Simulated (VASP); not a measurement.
Cu:

```xyz
4
Lattice="2.5308 0.0000 0.0000 -1.2654 2.1917 0.0000 0.0000 0.0000 8.2618" Properties=species:S:1:pos:R:3 pbc="T T T"
Cu    0.0000    0.0000    0.0000
Cu    0.0000    1.4611    2.0655
Cu    0.0000    0.0000    4.1309
Cu    1.2654    0.7306    6.1964
```

Base run:

```yaml
Program: VASP 6.6.1
Functional: LDA
Potentials_or_basis: VASP PAW LDA potentials, release 64 (Cu)
Cutoff: 520 eV
k_mesh: 11 × 11 × 3
Occupations: fermi-dirac, width 0.15 eV
Spin: no spin polarisation
```

Its results: band gap on the k mesh zero (band 22 reaches 10.40 eV, above the bottom of band 23 at 5.93 eV); pressure -7.5 GPa.

Task: The run is repeated on the same cell with these changes: potentials or basis from VASP PAW LDA potentials, release 64 (Cu) to VASP PAW LDA potentials, release 64 (Cu_sv_GW); cutoff from 520 eV to 700 eV; further incar settings from ALGO = Normal; EDIFF = 1e-07; NBANDS = 30 to ALGO = Normal; EDIFF = 1e-06; NBANDS = 46; valence electrons from 44 to 76. What comes out?

Result: Band gap on the k mesh zero (band 38 reaches 10.24 eV, above the bottom of band 39 at 5.82 eV); pressure -13.5 GPa.
